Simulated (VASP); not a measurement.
# Ru (P6_3/mmc) in VASP: a series of runs, part 2 of 2

VASP 6.6.1.

## (4) Single point, r2SCAN+rVV10

This run uses another cell than the first one, of 13.03 Å³/atom, 0.906 times its volume.

File POSCAR:

```
Ru
1.0
    2.6692306523      0.0000000000      0.0000000000
   -1.3346153261      2.3116215535      0.0000000000
    0.0000000000      0.0000000000      4.2240293924
Ru
2
Direct
    0.6666666667      0.3333333333      0.7500000000
    0.3333333333      0.6666666667      0.2500000000
```

File INCAR.step1:

```
PREC     = Accurate       # precision mode
ENCUT    = 520            # plane-wave cutoff, eV
ISMEAR   = -1             # smearing method
SIGMA    = 0.05           # smearing width, eV
LREAL    = F              # projectors in reciprocal space
LASPH    = T              # aspherical terms in the spheres
NELM     = 100            # most SCF steps
NBANDS   = 21             # bands
GGA      = PE             # functional
ALGO     = Normal         # electronic algorithm
EDIFF    = 1E-4           # SCF threshold, eV
LWAVE    = T              # write WAVECAR
LCHARG   = F              # write CHGCAR
```

File INCAR.step2:

```
PREC     = Accurate       # precision mode
ENCUT    = 520            # plane-wave cutoff, eV
EDIFF    = 1E-6           # SCF threshold, eV
ISMEAR   = -1             # smearing method
SIGMA    = 0.05           # smearing width, eV
LREAL    = F              # projectors in reciprocal space
LASPH    = T              # aspherical terms in the spheres
NELM     = 100            # most SCF steps
ALGO     = Normal         # electronic algorithm
ISIF     = 2              # what is computed and relaxed
LWAVE    = F              # write WAVECAR
LCHARG   = F              # write CHGCAR
METAGGA  = R2SCAN         # meta-GGA
LMIXTAU  = T            
LUSE_VDW = T            
IVDW_NL  = 2            
BPARAM   = 11.95        
CPARAM   = 0.0093       
NBANDS   = 21             # bands
ISTART   = 1
```

File KPOINTS:

```
regular mesh
0
Gamma
  11 11 6
```

Potentials or basis: VASP PAW PBE potentials, release 64 (Ru_pv).

On the command line:

```sh
$ cat potpaw_PBE.64/Ru_pv/POTCAR > POTCAR
$ cp INCAR.step1 INCAR
$ mpirun -np 1 vasp_std > vasp.out
$ cp INCAR.step2 INCAR
$ mpirun -np 1 vasp_std > vasp.out
```

OUTCAR:

```text
PREC = Accurate
   ENCUT = 520
   EDIFF = 1E-6
   ISMEAR = -1
   LREAL = F
   LASPH = T
   NELM = 100
   ISIF = 2
   METAGGA = R2SCAN
   IVDW_NL = 2
   BPARAM = 11.95
   ISTART = 1

 ion  position               nearest neighbor table
   1  0.667  0.333  0.750-   2 2.61   2 2.61   2 2.61   2 2.61   2 2.61   2 2.61
   2  0.333  0.667  0.250-   1 2.61   1 2.61   1 2.61   1 2.61   1 2.61   1 2.61

  LATTYP: Found a hexagonal cell.
 ALAT       =     2.6692306523
 C/A-ratio  =     1.5824894671

  Lattice vectors:

 A1 = (   2.6692306523,   0.0000000000,   0.0000000000)
 A2 = (  -1.3346153261,   2.3116215535,   0.0000000000)
 A3 = (   0.0000000000,   0.0000000000,   4.2240293924)

Analysis of symmetry for initial positions (statically):
=====================================================================
 Subroutine PRICEL returns:
 Original cell was already a primitive cell.

 Routine SETGRP: Setting up the symmetry group for a
 hexagonal supercell.

 Subroutine GETGRP returns: Found 24 space group operations
 (whereof 12 operations were pure point group operations)
 out of a pool of 24 trial point group operations.

The static configuration has the point symmetry D_3d.
 The point group associated with its full space group is D_6h.

Analysis of symmetry for dynamics (positions and initial velocities):
=====================================================================
 Subroutine PRICEL returns:
 Original cell was already a primitive cell.

 Routine SETGRP: Setting up the symmetry group for a
 hexagonal supercell.

 Subroutine GETGRP returns: Found 24 space group operations
 (whereof 12 operations were pure point group operations)
 out of a pool of 24 trial point group operations.

The dynamic configuration has the point symmetry D_3d.
[... 107 lines left out ...]
   ISYM   =      2    0-nonsym 1-usesym 2-fastsym
   POTIM  = 0.5000    time-step for ionic-motion
   TEBEG  =    0.0;   TEEND  =   0.0 temperature during run
   PSTRESS=    0.0 pullay stress
   NELECT =      28.0000    total number of electrons
   NUPDOWN=      -1.0000    fix difference up-down
   EMIN   =  10.00;   EMAX   =-10.00  energy-range for DOS
   EFERMI =   0.00;   METHOD = LEGACY
   ISMEAR =    -1;   SIGMA  =   0.05  broadening in eV -4-tet -1-fermi 0-gaus
   EFERMI_NEDOS =   21; number of points for ismear=-14 and -15
   IALGO  =     38    algorithm
   IMIX   =      4    mixing-type and parameters
     AMIX     =   0.40;   BMIX     =  1.00
     AMIX_MAG =   1.60;   BMIX_MAG =  1.00
  volume/ion in A,a.u.               =      13.03        87.94
  Fermi-wavevector in a.u.,A,eV,Ry     =   1.676683  3.168471 38.249587  2.811265
  Thomas-Fermi vector in A             =   2.761082
   LORBIT       =      0    0 simple, 1 ext, 2 COOP (PROOUT), +10 PAW based schemes
   METAGGA = R2SCAN    functional components
   LHFCALC =     F    Hartree Fock is set to
   AEXX    =    0.0000 exact exchange contribution
   IVDW_NL    =     2    kernel type
   BPARAM     =11.9500
   IVDW    =     0    specifies the selected vdW correction
   LEPSILON=     F    determine dielectric tensor
   LRPA    =     F    only Hartree local field effects (RPA)
 non-spin polarized calculation
  energy-cutoff  :      520.00
  volume of cell :       26.06
 maximum number of plane-waves:       718
 NGX is ok and might be reduce to    20
   NGX =  9   NGY =  9   NGZ = 15

 number of electron      27.9999991 magnetization

 Free energy of the ion-electron system (eV)
  ---------------------------------------------------
  ext. energy  EPLUGINS =         0.00000000
  ---------------------------------------------------
  free energy    TOTEN  =       -50.34382756 eV

  energy without entropy =      -50.32868798  energy(sigma->0) =      -50.33625777

 E-fermi :  13.4143     XC(G=0): -15.7258

 val. band max:       13.3934326654   @ k =   0.2727  -0.0000   0.0000
 cond. band min:      13.4358393029   @ k =   0.3636   0.0909   0.3333
 fundamental gap:      0.0424066375
 Fermi energy:        13.4142998956

 k-point     1 :       0.0000    0.0000    0.0000
  band No.  band energies     occupation
      1     -31.7693      2.00000
      2     -30.6190      2.00000
      3     -30.6190      2.00000
      4     -30.4117      2.00000
      5     -30.4117      2.00000
      6     -30.3598      2.00000
[... 565 lines left out ...]
     20      21.9002      0.00000
     21      26.2291      0.00000

 [... further k-points ...]
[... 5 lines left out ...]
  --------------------------------------------------------------------------------------
  -------------------------------------------------------------------------------------
  Total        2.0044502      2.0044502      2.0286689      0.0000000      0.0000000     -0.0000000
  in kB      123.2185461    123.2185461    124.7073298      0.0000000      0.0000000     -0.0000000
  external PRESSURE =     123.7148073 kB  Pullay stress =       0.0000000 kB

 VOLUME and BASIS-vectors are now :
 -----------------------------------------------------------------------------
  energy-cutoff  :      520.00
  volume of cell :       26.06
      direct lattice vectors                 reciprocal lattice vectors
     2.669230652  0.000000000  0.000000000     0.374639786  0.216298381  0.000000000
    -1.334615326  2.311621554  0.000000000     0.000000000  0.432596762  0.000000000
     0.000000000  0.000000000  4.224029392     0.000000000  0.000000000  0.236740777

 POSITION                                       TOTAL-FORCE (eV/Angst)
 -----------------------------------------------------------------------------------
      1.33462      0.77054      3.16802        -0.000000      0.000000      0.000000
     -0.00000      1.54108      1.05601         0.000000     -0.000000      0.000000
 -----------------------------------------------------------------------------------
    total drift:                               -0.000000      0.000000     -0.000000

  FREE ENERGIE OF THE ION-ELECTRON SYSTEM (eV)
  ---------------------------------------------------
  free  energy   TOTEN  =       -50.3438275604 eV

  energy  without entropy=      -50.3286879814  energy(sigma->0) =      -50.33625777
```

OSZICAR.step1:

```text
N       E                     dE             d eps       ncg     rms          rms(c)
DAV:   1     0.287028031987E+03    0.28703E+03   -0.17599E+04  2696   0.150E+03
DAV:   2    -0.139498988735E+02   -0.30098E+03   -0.29179E+03  2738   0.447E+02
DAV:   3    -0.196338195437E+02   -0.56839E+01   -0.56559E+01  3193   0.690E+01
DAV:   4    -0.196750159304E+02   -0.41196E-01   -0.41161E-01  3253   0.574E+00
DAV:   5    -0.196755314529E+02   -0.51552E-03   -0.51035E-03  3096   0.549E-01    0.196E+01
DAV:   6    -0.184739589167E+02    0.12016E+01   -0.25881E+00  3043   0.159E+01    0.584E+00
DAV:   7    -0.183878303258E+02    0.86129E-01   -0.50388E-01  3083   0.536E+00    0.113E+00
DAV:   8    -0.183801343531E+02    0.76960E-02   -0.18306E-02  2928   0.122E+00    0.468E-01
DAV:   9    -0.183794894048E+02    0.64495E-03   -0.10252E-03  3053   0.346E-01    0.353E-02
DAV:  10    -0.183794964288E+02   -0.70240E-05   -0.60844E-05  1739   0.826E-02
   1 F= -.18379496E+02 E0= -.18371594E+02  d E =-.158057E-01
```

Wall time 1.8 min (1 thread of Intel Xeon 6975P-C, shared host); peak memory 0.23 GiB.

Results:

```
Free energy            : -50.3438 eV
Pressure               : 12.4 GPa
Band gap on the k mesh : zero (band 14 reaches 15.15 eV, above the bottom of band 15 at 11.73 eV)
```

Caveat: the PAW data sets were made with another functional, which shifts forces and pressure a little.

## (5) Single point, r2SCAN+rVV10

This run uses another cell than the first one, of 13.30 Å³/atom, 0.925 times its volume.

File POSCAR:

```
Ru
1.0
    2.6876397213      0.0000000000      0.0000000000
   -1.3438198606      2.3275642749      0.0000000000
    0.0000000000      0.0000000000      4.2531615502
Ru
2
Direct
    0.6666666667      0.3333333333      0.7500000000
    0.3333333333      0.6666666667      0.2500000000
```

File INCAR.step1:

```
ALGO = Normal
EDIFF = 1E-4
ENCUT = 520
GGA = PE
ISMEAR = -1
LASPH = True
LCHARG = False
LREAL = False
LWAVE = True
NBANDS = 21
NELM = 100
PREC = Accurate
SIGMA = 0.05
```

File INCAR.step2:

```
ALGO = Normal
BPARAM = 11.95
CPARAM = 0.0093
EDIFF = 1E-6
ENCUT = 520
ISIF = 2
ISMEAR = -1
ISTART = 1
IVDW_NL = 2
LASPH = True
LCHARG = False
LMIXTAU = True
LREAL = False
LUSE_VDW = True
LWAVE = False
METAGGA = R2SCAN
NBANDS = 21
NELM = 100
PREC = Accurate
SIGMA = 0.05
```

File KPOINTS:

```
k-points
0
Gamma
  11 11 6
```

On the command line:

```sh
$ cat potpaw_PBE.64/Ru_pv/POTCAR > POTCAR
$ cp INCAR.step1 INCAR
$ mpirun -np 1 vasp_std > vasp.out
$ cp INCAR.step2 INCAR
$ mpirun -np 1 vasp_std > vasp.out
```

It took 90 s on 1 thread of Intel Xeon 6975P-C, shared host; peak memory 0.23 GiB.

It converged, with:

```
Free energy            : -50.3724 eV
Pressure               : 4.4 GPa
Band gap on the k mesh : zero (band 14 reaches 14.71 eV, above the bottom of band 15 at 11.40 eV)
```

Stress tensor (GPa, compression positive):
```
4.54 0.00 0.00
0.00 4.54 0.00
0.00 0.00 4.18
```

Levels at points of the mesh, in eV from the Fermi level:
| k point | band 12 | band 13 | band 14 | band 15 | band 16 | band 17 |
| --- | --- | --- | --- | --- | --- | --- |
| (0.00, 0.00, 0.00) | -1.99 | -1.99 | -1.43 | -1.43 | 1.34 | 1.34 |
| (0.00, 0.00, 0.50) | -2.90 | -2.83 | -2.83 | 0.66 | 0.66 | 0.66 |

Caveat: the PAW data sets were made with another functional, which shifts forces and pressure a little.

## (6) Single point, r2SCAN+rVV10

This run uses another cell than the first one, of 13.57 Å³/atom, 0.943 times its volume.

File POSCAR:

```
Ru
1.0
    2.7058000000      0.0000000000      0.0000000000
   -1.3529000000      2.3432915376      0.0000000000
    0.0000000000      0.0000000000      4.2819000000
Ru
2
Direct
    0.6666666667      0.3333333333      0.7500000000
    0.3333333333      0.6666666667      0.2500000000
```

File INCAR.step1:

```
SYSTEM = Ru
  PREC = Accurate
  ENCUT = 520
  ISMEAR = -1
  SIGMA = 0.05
  LREAL = .False.
  LASPH = .True.
  NELM = 100
  NBANDS = 21
  GGA = PE
  ALGO = Normal
  EDIFF = 1E-4
  LWAVE = .True.
  LCHARG = .False.
```

File INCAR.step2:

```
SYSTEM = Ru
  PREC = Accurate
  ENCUT = 520
  EDIFF = 1E-6
  ISMEAR = -1
  SIGMA = 0.05
  LREAL = .False.
  LASPH = .True.
  NELM = 100
  ALGO = Normal
  ISIF = 2
  LWAVE = .False.
  LCHARG = .False.
  METAGGA = R2SCAN
  LMIXTAU = .True.
  LUSE_VDW = .True.
  IVDW_NL = 2
  BPARAM = 11.95
  CPARAM = 0.0093
  NBANDS = 21
  ISTART = 1
```

File KPOINTS:

```
regular mesh
0
Gamma
  11 11 6
  0 0 0
```

Potentials or basis: VASP PAW PBE potentials, release 64 (Ru_pv).

On the command line:

```sh
$ cat potpaw_PBE.64/Ru_pv/POTCAR > POTCAR
$ cp INCAR.step1 INCAR
$ mpirun -np 1 vasp_std > vasp.out
$ cp INCAR.step2 INCAR
$ mpirun -np 1 vasp_std > vasp.out
```

OUTCAR:

```text
SYSTEM = Ru
   PREC = Accurate
   ENCUT = 520
   EDIFF = 1E-6
   ISMEAR = -1
   LREAL = .False.
   LASPH = .True.
   NELM = 100
   ISIF = 2
   METAGGA = R2SCAN
   IVDW_NL = 2
   BPARAM = 11.95
   ISTART = 1

 ion  position               nearest neighbor table
   1  0.667  0.333  0.750-   2 2.65   2 2.65   2 2.65   2 2.65   2 2.65   2 2.65
   2  0.333  0.667  0.250-   1 2.65   1 2.65   1 2.65   1 2.65   1 2.65   1 2.65

  LATTYP: Found a hexagonal cell.
 ALAT       =     2.7058000000
 C/A-ratio  =     1.5824894671

  Lattice vectors:

 A1 = (   2.7058000000,   0.0000000000,   0.0000000000)
 A2 = (  -1.3529000000,   2.3432915376,   0.0000000000)
 A3 = (   0.0000000000,   0.0000000000,   4.2819000000)

Analysis of symmetry for initial positions (statically):
=====================================================================
 Subroutine PRICEL returns:
 Original cell was already a primitive cell.

 Routine SETGRP: Setting up the symmetry group for a
 hexagonal supercell.

 Subroutine GETGRP returns: Found 24 space group operations
 (whereof 12 operations were pure point group operations)
 out of a pool of 24 trial point group operations.

The static configuration has the point symmetry D_3d.
 The point group associated with its full space group is D_6h.

Analysis of symmetry for dynamics (positions and initial velocities):
=====================================================================
 Subroutine PRICEL returns:
 Original cell was already a primitive cell.

 Routine SETGRP: Setting up the symmetry group for a
 hexagonal supercell.

 Subroutine GETGRP returns: Found 24 space group operations
 (whereof 12 operations were pure point group operations)
 out of a pool of 24 trial point group operations.

The dynamic configuration has the point symmetry D_3d.
[... 106 lines left out ...]
   ISIF   =      2    stress and relaxation
   ISYM   =      2    0-nonsym 1-usesym 2-fastsym
   POTIM  = 0.5000    time-step for ionic-motion
   TEBEG  =    0.0;   TEEND  =   0.0 temperature during run
   PSTRESS=    0.0 pullay stress
   NELECT =      28.0000    total number of electrons
   NUPDOWN=      -1.0000    fix difference up-down
   EMIN   =  10.00;   EMAX   =-10.00  energy-range for DOS
   EFERMI =   0.00;   METHOD = LEGACY
   ISMEAR =    -1;   SIGMA  =   0.05  broadening in eV -4-tet -1-fermi 0-gaus
   EFERMI_NEDOS =   21; number of points for ismear=-14 and -15
   IALGO  =     38    algorithm
   IMIX   =      4    mixing-type and parameters
     AMIX     =   0.40;   BMIX     =  1.00
     AMIX_MAG =   1.60;   BMIX_MAG =  1.00
  volume/ion in A,a.u.               =      13.57        91.61
  Fermi-wavevector in a.u.,A,eV,Ry     =   1.654022  3.125649 37.222674  2.735789
  Thomas-Fermi vector in A             =   2.742361
   LORBIT       =      0    0 simple, 1 ext, 2 COOP (PROOUT), +10 PAW based schemes
   METAGGA = R2SCAN    functional components
   LHFCALC =     F    Hartree Fock is set to
   AEXX    =    0.0000 exact exchange contribution
   IVDW_NL    =     2    kernel type
   BPARAM     =11.9500
   IVDW    =     0    specifies the selected vdW correction
   LEPSILON=     F    determine dielectric tensor
   LRPA    =     F    only Hartree local field effects (RPA)
 non-spin polarized calculation
  energy-cutoff  :      520.00
  volume of cell :       27.15
 maximum number of plane-waves:       744
 NGX is ok and might be reduce to    20
   NGX =  9   NGY =  9   NGZ = 15

 number of electron      28.0000008 magnetization

 Free energy of the ion-electron system (eV)
  ---------------------------------------------------
  ext. energy  EPLUGINS =         0.00000000
  ---------------------------------------------------
  free energy    TOTEN  =       -50.37544912 eV

  energy without entropy =      -50.35935531  energy(sigma->0) =      -50.36740221

 E-fermi :  12.6520     XC(G=0): -15.4351

 val. band max:       12.6324487696   @ k =   0.2727   0.0000   0.0000
 cond. band min:      12.6666387752   @ k =   0.3636   0.0000   0.3333
 fundamental gap:      0.0341900056
 Fermi energy:        12.6520239517

 k-point     1 :       0.0000    0.0000    0.0000
  band No.  band energies     occupation
      1     -32.3604      2.00000
      2     -31.3525      2.00000
      3     -31.3525      2.00000
      4     -31.1693      2.00000
      5     -31.1693      2.00000
      6     -31.1254      2.00000
[... 565 lines left out ...]
     20      21.1126      0.00000
     21      25.0004      0.00000

 [... further k-points ...]
[... 5 lines left out ...]
  --------------------------------------------------------------------------------------
  -------------------------------------------------------------------------------------
  Total       -0.4051358     -0.4051358     -0.5421078     -0.0000000      0.0000000      0.0000000
  in kB      -23.9085182    -23.9085182    -31.9917268     -0.0000000      0.0000000      0.0000000
  external PRESSURE =     -26.6029211 kB  Pullay stress =       0.0000000 kB

 VOLUME and BASIS-vectors are now :
 -----------------------------------------------------------------------------
  energy-cutoff  :      520.00
  volume of cell :       27.15
      direct lattice vectors                 reciprocal lattice vectors
     2.705800000  0.000000000  0.000000000     0.369576465  0.213375072  0.000000000
    -1.352900000  2.343291538  0.000000000     0.000000000  0.426750144  0.000000000
     0.000000000  0.000000000  4.281900000     0.000000000  0.000000000  0.233541185

 POSITION                                       TOTAL-FORCE (eV/Angst)
 -----------------------------------------------------------------------------------
      1.35290      0.78110      3.21143        -0.000000      0.000000      0.000000
     -0.00000      1.56219      1.07048         0.000000     -0.000000      0.000000
 -----------------------------------------------------------------------------------
    total drift:                               -0.000000      0.000000     -0.000000

  FREE ENERGIE OF THE ION-ELECTRON SYSTEM (eV)
  ---------------------------------------------------
  free  energy   TOTEN  =       -50.3754491167 eV

  energy  without entropy=      -50.3593553117  energy(sigma->0) =      -50.36740221
```

OSZICAR.step1:

```text
N       E                     dE             d eps       ncg     rms          rms(c)
DAV:   1     0.289852555762E+03    0.28985E+03   -0.17635E+04  2688   0.148E+03
DAV:   2    -0.139547891605E+02   -0.30381E+03   -0.29438E+03  2753   0.446E+02
DAV:   3    -0.197622775441E+02   -0.58075E+01   -0.57663E+01  3143   0.692E+01
DAV:   4    -0.198044632501E+02   -0.42186E-01   -0.42137E-01  3403   0.564E+00
DAV:   5    -0.198049582916E+02   -0.49504E-03   -0.49272E-03  3054   0.539E-01    0.178E+01
DAV:   6    -0.185447143820E+02    0.12602E+01   -0.28206E+00  3063   0.165E+01    0.480E+00
DAV:   7    -0.184672712359E+02    0.77443E-01   -0.44536E-01  3083   0.494E+00    0.104E+00
DAV:   8    -0.184605523700E+02    0.67189E-02   -0.18728E-02  2958   0.108E+00    0.419E-01
DAV:   9    -0.184598157442E+02    0.73663E-03   -0.13196E-03  2978   0.391E-01    0.348E-02
DAV:  10    -0.184598244991E+02   -0.87549E-05   -0.82235E-05  1879   0.948E-02
   1 F= -.18459824E+02 E0= -.18451415E+02  d E =-.168188E-01
```

It took 75 s on 1 thread of Intel Xeon 6975P-C, shared host; peak memory 0.23 GiB.

Results:

```yaml
Free_energy: -50.3754 eV
Pressure: -2.7 GPa
Band_gap_on_the_k_mesh: zero (band 14 reaches 14.28 eV, above the bottom of band 15 at 11.07 eV)
```

Caveat: the PAW data sets were made with another functional, which shifts forces and pressure a little.

## (7) The runs side by side

```tsv
level	potentials or basis	cell	gap on the mesh (eV)	pressure (GPa)
LDA	VASP PAW LDA potentials, release 64 (Ru_pv)	a = 2.759, b = 2.759, c = 4.366 Å, angles 90.0, 90.0, 120.0°, 2 atoms	none	-27.0
r2SCAN+rVV10	VASP PAW PBE potentials, release 64 (Ru_pv)	a = 2.651, b = 2.651, c = 4.194 Å, angles 90.0, 90.0, 120.0°, 2 atoms	none	21.3
r2SCAN+rVV10	VASP PAW PBE potentials, release 64 (Ru_pv)	a = 2.669, b = 2.669, c = 4.224 Å, angles 90.0, 90.0, 120.0°, 2 atoms	none	12.4
r2SCAN+rVV10	VASP PAW PBE potentials, release 64 (Ru_pv)	a = 2.688, b = 2.688, c = 4.253 Å, angles 90.0, 90.0, 120.0°, 2 atoms	none	4.4
r2SCAN+rVV10	VASP PAW PBE potentials, release 64 (Ru_pv)	a = 2.706, b = 2.706, c = 4.282 Å, angles 90.0, 90.0, 120.0°, 2 atoms	none	-2.7
```

Alike in all rows: task single point; no spin polarisation; k mesh 11 × 11 × 6; cutoff (eV) 520; smearing fermi-dirac 0.05 eV.

Caveats: the PAW data sets were made with another functional, which shifts forces and pressure a little (some runs).

Total energies depend on the potentials used, so only differences within one code and one set of settings carry meaning.
